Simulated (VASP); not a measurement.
# Y: single point with r2SCAN

The system is Y.

```xyz
2
Lattice="3.7670 0.0000 0.0000 -1.8835 3.2623 0.0000 0.0000 0.0000 5.5422" Properties=species:S:1:pos:R:3 pbc="T T T"
Y     0.0000    2.1749    1.3855
Y     1.8835    1.0874    4.1566
```

```yaml
Program: VASP 6.6.1
Task: single point
Functional: r2SCAN
Potentials_or_basis: VASP PAW PBE potentials, release 64 (Y_sv)
Cutoff: 520 eV
k_mesh: 9 × 9 × 6
Occupations: gaussian, width 0.1 eV
Spin: no spin polarisation
```

```json
{"Pressure": "-0.8 GPa", "Band gap on the k mesh": "zero (bands 11 and 12 overlap by 1.95 eV)"}
```

Stress tensor (GPa, compression positive):
```
-1.86  0.00  0.00
 0.00 -1.86  0.00
 0.00  0.00  1.20
```

Levels at points of the mesh, in eV from the Fermi level:
```csv
k point,band 9,band 10,band 11,band 12,band 13,band 14
"(0.00, 0.00, 0.00)",-4.83,-1.74,1.12,1.85,1.85,2.62
"(0.00, 0.00, 0.50)",-3.25,-3.25,1.32,1.32,1.69,1.69
```

Run time: 8.1 min on 1 thread of AMD EPYC 7R13, on a shared host, peak memory 0.19 GiB.

Caveat: the PAW data sets were made with another functional, which shifts forces and pressure a little.
